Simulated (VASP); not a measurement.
# Rb (I4/mmm) in VASP: notebook

Runs on Rb. Level: PBE. Tasks: single point.

Everything below comes from runs of VASP 6.6.1. Logs are shortened: lines on timing, memory, paths and dates and some standing lists are left out, and cuts for length are marked.

## (1) The cell of the first run

It takes space group I4/mmm (No. 139, tetragonal). Conventional cell: a = 5.163 Å, b = 5.163 Å, c = 5.836 Å, α = 90.00°, β = 90.00°, γ = 90.00°.

## (2) Single point, PBE (strain -0.080 along x and y, +0.040 along z)

INCAR

```
SYSTEM = Rb
PREC     = Accurate       ! precision mode
ENCUT    = 520            ! plane-wave cutoff, eV
EDIFF    = 1E-6           ! SCF threshold, eV
ISMEAR   = 0              ! smearing method
SIGMA    = 0.15           ! smearing width, eV
LREAL    = .False.        ! projectors in reciprocal space
LASPH    = .True.         ! aspherical terms in the spheres
NELM     = 60             ! most SCF steps
ALGO     = Normal         ! electronic algorithm
ISIF     = 2              ! what is computed and relaxed
LWAVE    = .False.        ! write WAVECAR
LCHARG   = .True.         ! write CHGCAR
GGA      = PE             ! functional
LELF     = .True.         ! ELF
LVHAR    = .True.       
NBANDS   = 10             ! bands
```

KPOINTS

```
Automatic mesh
0
Gamma
  12 12 12
  0 0 0
```

POSCAR

```
Rb
1.0
   -2.5815200000      2.5815200000      2.9182400000
    2.5815200000     -2.5815200000      2.9182400000
    2.5815200000      2.5815200000     -2.9182400000
Rb
1
Direct
    0.0000000000      0.0000000000      0.0000000000
```

Potentials or basis: VASP PAW PBE potentials, release 64 (Rb_sv).

Run with:

```bash
cat potpaw_PBE.64/Rb_sv/POTCAR > POTCAR
mpirun -np 1 vasp_std > vasp.out
```

OUTCAR:

```text
SYSTEM = Rb
   PREC = Accurate
   ENCUT = 520
   EDIFF = 1E-6
   ISMEAR = 0
   LREAL = .False.
   LASPH = .True.
   NELM = 60
   ISIF = 2
   GGA = PE

 ion  position               nearest neighbor table
   1  0.000  0.000  0.000-

  LATTYP: Found a body centered tetragonal cell.
 ALAT       =     5.1630400000
 C/A-ratio  =     1.1304347826

  Lattice vectors:

 A1 = (  -2.5815200000,   2.5815200000,   2.9182400000)
 A2 = (   2.5815200000,  -2.5815200000,   2.9182400000)
 A3 = (   2.5815200000,   2.5815200000,  -2.9182400000)

Analysis of symmetry for initial positions (statically):
=====================================================================
 Subroutine PRICEL returns:
 Original cell was already a primitive cell.

 Routine SETGRP: Setting up the symmetry group for a
 body centered tetragonal supercell.

 Subroutine GETGRP returns: Found 16 space group operations
 (whereof 16 operations were pure point group operations)
 out of a pool of 16 trial point group operations.

The static configuration has the point symmetry D_4h.

Analysis of symmetry for dynamics (positions and initial velocities):
=====================================================================
 Subroutine PRICEL returns:
 Original cell was already a primitive cell.

 Routine SETGRP: Setting up the symmetry group for a
 body centered tetragonal supercell.

 Subroutine GETGRP returns: Found 16 space group operations
 (whereof 16 operations were pure point group operations)
 out of a pool of 16 trial point group operations.

The dynamic configuration has the point symmetry D_4h.

 Subroutine INISYM returns: Found 16 space group operations
 (whereof 16 operations are pure point group operations),
 and found     1 'primitive' translations

----------------------------------------------------------------------------------------

                                     Primitive cell

  volume of cell :      77.7915

  direct lattice vectors                    reciprocal lattice vectors
    -2.581520000  2.581520000  2.918240000     0.000000000  0.193684341  0.171336148
     2.581520000 -2.581520000  2.918240000     0.193684341  0.000000000  0.171336148
     2.581520000  2.581520000 -2.918240000     0.193684341  0.193684341  0.000000000

  length of vectors
     4.673822388  4.673822388  4.673822388     0.258591762  0.258591762  0.273911022

  position of ions in fractional coordinates (direct lattice)
     0.000000000  0.000000000  0.000000000

  ion indices of the primitive-cell ions
   primitive index   ion index
                 1           1

----------------------------------------------------------------------------------------

 KPOINTS: Automatic mesh

Automatic generation of k-mesh.
 Grid dimensions read from file:
 generate k-points for:   12   12   12

 Generating k-lattice:

  Cartesian coordinates                     Fractional coordinates (reciprocal lattice)
     0.000000000  0.016140362  0.014278012     0.083333333 -0.000000000  0.000000000
     0.016140362  0.000000000  0.014278012    -0.000000000  0.083333333  0.000000000
     0.016140362  0.016140362  0.000000000     0.000000000  0.000000000  0.083333333

  Length of vectors
     0.021549314  0.021549314  0.022825918

  Shift w.r.t. Gamma in fractional coordinates (k-lattice)
     0.000000000  0.000000000  0.000000000

 Subroutine IBZKPT returns following result:
 ===========================================

 Found    163 irreducible k-points:

 Following reciprocal coordinates:
            Coordinates               Weight
  0.000000  0.000000  0.000000      1.000000
  0.083333  0.000000 -0.000000      8.000000
  0.166667  0.000000 -0.000000      8.000000
  0.250000  0.000000  0.000000      8.000000
  0.333333 -0.000000  0.000000      8.000000
  0.416667  0.000000 -0.000000      8.000000
[... 16 lines left out ...]
  0.500000  0.166667 -0.000000     16.000000
 -0.416667  0.166667  0.000000     16.000000
 [... further k-points ...]
   k-points           NKPTS =    163   k-points in BZ     NKDIM =    163   number of bands    NBANDS=     10
   number of dos      NEDOS =    301   number of ions     NIONS =      1
   total plane-waves  NPLWV =  46656
   dimension x,y,z NGX =    36 NGY =   36 NGZ =   36
   dimension x,y,z NGXF=    72 NGYF=   72 NGZF=   72
   ions per type =               1
   NGX,Y,Z   is equivalent  to a cutoff of  12.81, 12.81, 12.81 a.u.
   NGXF,Y,Z  is equivalent  to a cutoff of  25.61, 25.61, 25.61 a.u.
 SYSTEM =  Rb
   PREC   = accura    normal or accurate (medium, high low for compatibility)
   ISTART =      0    job   : 0-new  1-cont  2-samecut
   ICHARG =      2    charge: 1-file 2-atom 10-const
   ISPIN  =      1    spin polarized calculation?
   LNONCOLLINEAR =      F non collinear calculations
   LSORBIT =      F    spin-orbit coupling
   LASPH  =      T    aspherical Exc in radial PAW
   ENCUT  =  520.0 eV  38.22 Ry    6.18 a.u.   8.69  8.69  8.69*2*pi/ulx,y,z
   NELM   =     60;   NELMIN=  2; NELMDL= -5     # of ELM steps
   EDIFF  = 0.1E-05   stopping-criterion for ELM
   LREAL  =      F    real-space projection
   EDIFFG = 0.1E-04   stopping-criterion for IOM
   NSW    =      0    number of steps for IOM
   IBRION =     -1    ionic relax: 0-MD 1-quasi-New 2-CG
   NFREE  =      0    steps in history (QN), initial steepest desc. (CG)
   ISIF   =      2    stress and relaxation
   ISYM   =      2    0-nonsym 1-usesym 2-fastsym
   POTIM  = 0.5000    time-step for ionic-motion
   TEBEG  =    0.0;   TEEND  =   0.0 temperature during run
   PSTRESS=    0.0 pullay stress
   NELECT =       9.0000    total number of electrons
   NUPDOWN=      -1.0000    fix difference up-down
   EMIN   =  10.00;   EMAX   =-10.00  energy-range for DOS
   EFERMI =   0.00;   METHOD = LEGACY
   ISMEAR =     0;   SIGMA  =   0.15  broadening in eV -4-tet -1-fermi 0-gaus
   EFERMI_NEDOS =   21; number of points for ismear=-14 and -15
   IALGO  =     38    algorithm
   IMIX   =      4    mixing-type and parameters
     AMIX     =   0.40;   BMIX     =  1.00
     AMIX_MAG =   1.60;   BMIX_MAG =  1.00
  volume/ion in A,a.u.               =      77.79       524.96
  Fermi-wavevector in a.u.,A,eV,Ry     =   0.797710  1.507453  8.657947  0.636341
  Thomas-Fermi vector in A             =   1.904480
   LORBIT       =      0    0 simple, 1 ext, 2 COOP (PROOUT), +10 PAW based schemes
   GGA     = PE    functional components
   LHFCALC =     F    Hartree Fock is set to
   AEXX    =    0.0000 exact exchange contribution
   IVDW    =     0    specifies the selected vdW correction
   LEPSILON=     F    determine dielectric tensor
   LRPA    =     F    only Hartree local field effects (RPA)
 non-spin polarized calculation
 Gauss-broadening in eV      SIGMA  =   0.15
  energy-cutoff  :      520.00
  volume of cell :       77.79
 maximum number of plane-waves:      2120
   NGX = 17   NGY = 17   NGZ = 17

 number of electron       9.0000000 magnetization

 Free energy of the ion-electron system (eV)
  ---------------------------------------------------
  ext. energy  EPLUGINS =         0.00000000
  ---------------------------------------------------
  free energy    TOTEN  =        -0.91820441 eV

  energy without entropy =       -0.90742314  energy(sigma->0) =       -0.91281377

 E-fermi :   0.4000     XC(G=0):  -5.8590

 val. band max:        0.3981035404   @ k =  -0.3333   0.3333   0.2500
 cond. band min:       0.4045825916   @ k =  -0.4167   0.4167   0.0833
 fundamental gap:      0.0064790512
 Fermi energy:         0.4000493927

 k-point     1 :       0.0000    0.0000    0.0000
  band No.  band energies     occupation
      1     -28.4406      2.00000
      2     -12.4623      2.00000
      3     -12.4623      2.00000
      4     -12.4606      2.00000
      5      -1.7914      2.00000
      6       4.0538      0.00000
      7       4.0538      0.00000
      8       4.6905      0.00000
      9       4.7994      0.00000
     10       5.6927      0.00000

 k-point     2 :       0.0833    0.0000   -0.0000
  band No.  band energies     occupation
      1     -28.4400      2.00000
      2     -12.4730      2.00000
      3     -12.4653      2.00000
      4     -12.4614      2.00000
      5      -1.6994      2.00000
      6       3.9260      0.00000
      7       4.0526      0.00000
      8       4.6605      0.00000
      9       4.6942      0.00000
     10       5.5731      0.00000

 k-point     3 :       0.1667    0.0000   -0.0000
  band No.  band energies     occupation
      1     -28.4385      2.00000
      2     -12.5038      2.00000
      3     -12.4736      2.00000
      4     -12.4616      2.00000
      5      -1.4307      2.00000
      6       3.4617      0.00000
      7       3.9329      0.00000
      8       4.6906      0.00000
      9       4.7712      0.00000
     10       5.3976      0.00000

 k-point     4 :       0.2500    0.0000    0.0000
  band No.  band energies     occupation
      1     -28.4363      2.00000
      2     -12.5453      2.00000
      3     -12.4848      2.00000
      4     -12.4618      2.00000
      5      -1.0074      2.00000
      6       2.8438      0.00000
      7       3.6921      0.00000
      8       4.7934      0.00000
      9       5.1507      0.00000
     10       5.3404      0.00000

 k-point     5 :       0.3333   -0.0000    0.0000
  band No.  band energies     occupation
      1     -28.4342      2.00000
      2     -12.5860      2.00000
      3     -12.4959      2.00000
      4     -12.4621      2.00000
      5      -0.4667      2.00000
      6       2.2199      0.00000
      7       3.4659      0.00000
      8       4.7976      0.00000
      9       5.4785      0.00000
     10       5.7267      0.00000

 k-point     6 :       0.4167    0.0000   -0.0000
  band No.  band energies     occupation
      1     -28.4326      2.00000
      2     -12.6153      2.00000
      3     -12.5040      2.00000
      4     -12.4623      2.00000
      5       0.1291      1.98936
      6       1.6199      0.00000
      7       3.3159      0.00000
      8       4.7030      0.00000
      9       5.7318      0.00000
     10       6.4493      0.00000
[... 183 lines left out ...]
 k-point    21 :       0.3333    0.1667   -0.0000
  band No.  band energies     occupation
      1     -28.4320      2.00000
      2     -12.6025      2.00000
      3     -12.5207      2.00000
      4     -12.4727      2.00000
      5       0.3136      1.58521
      6       1.7859      0.00000
      7       2.8546      0.00000
      8       4.6457      0.00000
      9       5.5440      0.00000
     10       6.1687      0.00000

 k-point    22 :       0.4167    0.1667   -0.0000
  band No.  band energies     occupation
      1     -28.4314      2.00000
      2     -12.6112      2.00000
      3     -12.5246      2.00000
      4     -12.4750      2.00000
      5       0.8339      0.00004
      6       1.2914      0.00000
      7       2.8122      0.00000
      8       4.5523      0.00000
      9       5.7946      0.00000
     10       6.0801      0.00000

 k-point    23 :       0.5000    0.1667   -0.0000
  band No.  band energies     occupation
      1     -28.4318      2.00000
      2     -12.6061      2.00000
      3     -12.5191      2.00000
      4     -12.4767      2.00000
      5       0.4583      0.58305
      6       1.6390      0.00000
      7       2.8731      0.00000
      8       4.6148      0.00000
      9       5.6288      0.00000
     10       6.1687      0.00000

 k-point    24 :      -0.4167    0.1667    0.0000
  band No.  band energies     occupation
      1     -28.4331      2.00000
      2     -12.5878      2.00000
      3     -12.5062      2.00000
      4     -12.4774      2.00000
      5      -0.1426      2.00000
      6       2.1952      0.00000
      7       3.0048      0.00000
      8       4.6912      0.00000
      9       5.4464      0.00000
     10       6.0212      0.00000

 [... further k-points ...]
[... 5 lines left out ...]
  --------------------------------------------------------------------------------------
  -------------------------------------------------------------------------------------
  Total        0.2907038      0.2907038      0.2877362      0.0000000     -0.0000000      0.0000000
  in kB        5.9872761      5.9872761      5.9261563      0.0000000     -0.0000000      0.0000000
  external PRESSURE =       5.9669028 kB  Pullay stress =       0.0000000 kB

 VOLUME and BASIS-vectors are now :
 -----------------------------------------------------------------------------
  energy-cutoff  :      520.00
  volume of cell :       77.79
      direct lattice vectors                 reciprocal lattice vectors
    -2.581520000  2.581520000  2.918240000     0.000000000  0.193684341  0.171336148
     2.581520000 -2.581520000  2.918240000     0.193684341  0.000000000  0.171336148
     2.581520000  2.581520000 -2.918240000     0.193684341  0.193684341  0.000000000

 POSITION                                       TOTAL-FORCE (eV/Angst)
 -----------------------------------------------------------------------------------
      0.00000      0.00000      0.00000         0.000000     -0.000000      0.000000
 -----------------------------------------------------------------------------------
    total drift:                               -0.000000      0.000000      0.000000

  FREE ENERGIE OF THE ION-ELECTRON SYSTEM (eV)
  ---------------------------------------------------
  free  energy   TOTEN  =        -0.9182044059 eV

  energy  without entropy=       -0.9074231355  energy(sigma->0) =       -0.91281377
```

It took 61 s on 1 thread of Intel Xeon Platinum 8488C (Sapphire Rapids), shared host; peak memory 0.27 GiB.

Results:

| Property | Result |
| --- | --- |
| Free energy | -0.9182 eV |
| Pressure | 0.6 GPa |
| Band gap on the k mesh | zero (an odd number of electrons rules out a gap without spin polarisation) |

Caveat: the cell differs from its parent crystal (strain -0.080 along x and y, +0.040 along z).

## (3) Single point, PBE (strain -0.080 along x and y, +0.080 along z)

INCAR

```
SYSTEM = Rb
ALGO     = Normal         ! electronic algorithm
EDIFF    = 1E-6           ! SCF threshold, eV
ENCUT    = 520            ! plane-wave cutoff, eV
GGA      = PE             ! functional
ISIF     = 2              ! what is computed and relaxed
ISMEAR   = 0              ! smearing method
LASPH    = .True.         ! aspherical terms in the spheres
LCHARG   = .False.        ! write CHGCAR
LREAL    = .False.        ! projectors in reciprocal space
LWAVE    = .False.        ! write WAVECAR
NBANDS   = 10             ! bands
NELM     = 100            ! most SCF steps
PREC     = Accurate       ! precision mode
SIGMA    = 0.15           ! smearing width, eV
```

KPOINTS

```
k-points
0
Gamma
  12 12 12
  0 0 0
```

POSCAR

```
Rb
1.0
   -2.5815200000      2.5815200000      3.0304800000
    2.5815200000     -2.5815200000      3.0304800000
    2.5815200000      2.5815200000     -3.0304800000
Rb
1
Direct
    0.0000000000      0.0000000000      0.0000000000
```

Potentials or basis: VASP PAW PBE potentials, release 64 (Rb_sv).

Run with:

```bash
cat potpaw_PBE.64/Rb_sv/POTCAR > POTCAR
mpirun -np 1 vasp_std > vasp.out
```

Wall time 60 s (1 thread of Intel Xeon Platinum 8488C (Sapphire Rapids), shared host); peak memory 0.28 GiB.

The run converged. Its results:

```yaml
Free_energy: -0.9278 eV
Pressure: 0.4 GPa
Band_gap_on_the_k_mesh: zero (an odd number of electrons rules out a gap without spin polarisation)
```

Levels at points of the mesh, in eV from the Fermi level:
| k point | band 1 | band 2 | band 3 | band 4 | band 5 | band 6 | band 7 | band 8 | band 9 | band 10 |
| --- | --- | --- | --- | --- | --- | --- | --- | --- | --- | --- |
| (0.00, 0.00, 0.00) | -28.85 | -12.88 | -12.88 | -12.88 | -2.14 | 3.61 | 3.61 | 4.23 | 4.40 | 5.31 |
| (0.50, 0.00, 0.00) | -28.84 | -13.02 | -12.92 | -12.88 | 0.14 | 0.77 | 2.95 | 4.06 | 5.60 | 5.77 |
| (0.50, 0.50, 0.00) | -28.84 | -13.02 | -12.93 | -12.90 | 0.37 | 1.17 | 2.09 | 5.02 | 5.11 | 5.68 |
| (0.50, 0.50, 0.50) | -28.84 | -13.00 | -12.96 | -12.96 | 0.90 | 1.42 | 2.55 | 4.16 | 4.16 | 5.49 |

Caveat: the cell differs from its parent crystal (strain -0.080 along x and y, +0.080 along z).
